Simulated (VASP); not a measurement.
The system is Si.

```
Si
1.0
     0.00000    2.71356    2.71356
     2.71356    0.00000    2.71356
     2.71356    2.71356    0.00000
Si
2
Direct
  0.75000 0.75000 0.75000
  0.50000 0.50000 0.50000
```

Base run:

- Program: VASP 6.6.1
- Functional: PBE
- Potentials or basis: VASP PAW PBE potentials, release 64 (Si)
- Cutoff: 520 eV
- k mesh: 10 × 10 × 10
- Occupations: fermi-dirac, width 0.05 eV
- Spin: no spin polarisation

Its results: band gap on the k mesh 0.58 eV (least direct gap 2.57 eV); pressure 2.1 GPa.

**Question.** The run is repeated on the same cell with these changes: functional from PBE to revPBE; cutoff from 520 eV to 500 eV. What comes out?

**Answer.** Band gap on the k mesh 0.62 eV (least direct gap 2.57 eV); pressure 3.2 GPa.

revPBE binds less tightly than PBE, so the same cell stands under more pressure.

Caveats: the cell stands under pressure (at least some runs); the PAW data sets were made with another functional, which shifts forces and pressure a little (at least some runs).

A k mesh can miss the band edges.
